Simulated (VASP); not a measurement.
Write the native input for VASP 6.6.1 that does the following.

- Task: single point
- Functional: PBE
- Potentials or basis: VASP PAW PBE potentials, release 64 (Pt)
- Cutoff: 520 eV
- k mesh: 24 × 24 × 24
- Occupations: methfessel-paxton, width 0.1 eV
- Spin: no spin polarisation
- Dipole correction: no
- Further INCAR settings: ALGO = Normal; EDIFF = 1e-06; NBANDS = 11

The structure of Pt lies in POSCAR:

```
Pt
1.0
    0.0000000000      1.9847121557      1.9847121557
    1.9847121557      0.0000000000      1.9847121557
    1.9847121557      1.9847121557      0.0000000000
Pt
1
Direct
    0.0000000000      0.0000000000      0.0000000000
```

One way to write it, as run:

INCAR

```
SYSTEM = Pt
PREC     = Accurate       ! precision mode
ENCUT    = 520            ! plane-wave cutoff, eV
EDIFF    = 1E-6           ! SCF threshold, eV
ISMEAR   = 1              ! smearing method
SIGMA    = 0.1            ! smearing width, eV
LREAL    = .False.        ! projectors in reciprocal space
LASPH    = .True.         ! aspherical terms in the spheres
NELM     = 100            ! most SCF steps
ALGO     = Normal         ! electronic algorithm
ISIF     = 2              ! what is computed and relaxed
LWAVE    = .False.        ! write WAVECAR
LCHARG   = .True.         ! write CHGCAR
GGA      = PE             ! functional
LELF     = .True.         ! ELF
LVHAR    = .True.       
NBANDS   = 11             ! bands
```

KPOINTS

```
regular mesh
0
Gamma
  24 24 24
  0 0 0
```

Potentials or basis: VASP PAW PBE potentials, release 64 (Pt).

Launch:

```console
$ cat potpaw_PBE.64/Pt/POTCAR > POTCAR
$ mpirun -np 1 vasp_std > vasp.out
```

It gave:

| Property | Result |
| --- | --- |
| Pressure | -0.5 GPa |
| Band gap on the k mesh | zero (bands 5 and 6 overlap by 2.09 eV) |

Caveat: spin-orbit coupling is left out, which moves the levels of the heavy elements.

It took 86 s on 1 thread of Intel Xeon 8259CL, with other jobs on the host, peak memory 0.2 GiB.
